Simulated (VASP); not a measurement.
A run of VASP 6.6.1 is set up as follows.

Contents of POSCAR:

```
MnO
1.0
    0.0000000000      2.0592885189      2.0592885189
    2.0592885189      0.0000000000      2.0592885189
    2.0592885189      2.0592885189      0.0000000000
Mn O
1 1
Direct
    0.0000000000      0.0000000000      0.0000000000
    0.5000000000      0.5000000000      0.5000000000
```

Contents of INCAR.step1:

```
SYSTEM = MnO
  PREC = Accurate
  ENCUT = 520
  ISMEAR = -1
  SIGMA = 0.1
  LREAL = .False.
  LASPH = .True.
  NELM = 100
  NBANDS = 16
  GGA = PE
  ALGO = Normal
  EDIFF = 1E-4
  LWAVE = .True.
  LCHARG = .False.
```

The input INCAR.step2:

```
SYSTEM = MnO
  PREC = Accurate
  ENCUT = 520
  EDIFF = 1E-7
  ISMEAR = -1
  SIGMA = 0.1
  LREAL = .False.
  LASPH = .True.
  NELM = 100
  ALGO = Normal
  ISIF = 2
  LWAVE = .False.
  LCHARG = .False.
  METAGGA = R2SCAN
  LMIXTAU = .True.
  NBANDS = 16
  ISTART = 1
```

File KPOINTS:

```
Automatic mesh
0
Gamma
  14 14 14
  0 0 0
```

Potentials or basis: VASP PAW PBE potentials, release 64 (Mn_pv, O).

The run is started by

```sh
$ cat potpaw_PBE.64/Mn_pv/POTCAR potpaw_PBE.64/O/POTCAR > POTCAR
$ cp INCAR.step1 INCAR
$ mpirun -np 1 vasp_std > vasp.out
$ cp INCAR.step2 INCAR
$ mpirun -np 1 vasp_std > vasp.out
```

Estimate the band gap on the k mesh.

zero (an odd number of electrons rules out a gap without spin polarisation).

Predict the pressure.

-2.6 GPa.

Caveat: the PAW data sets were made with another functional, which shifts forces and pressure a little; an odd number of electrons without spin polarisation forces a metal; a magnetic or distorted state may lie lower; the run has no spin polarisation, though such a crystal can be magnetic; semilocal functionals often make such compounds metallic where correlation or magnetic order opens a gap, which also shifts bond lengths. With open d or f shells a metallic result of r2SCAN can be an artefact of self-interaction; +U or a hybrid may open a gap.
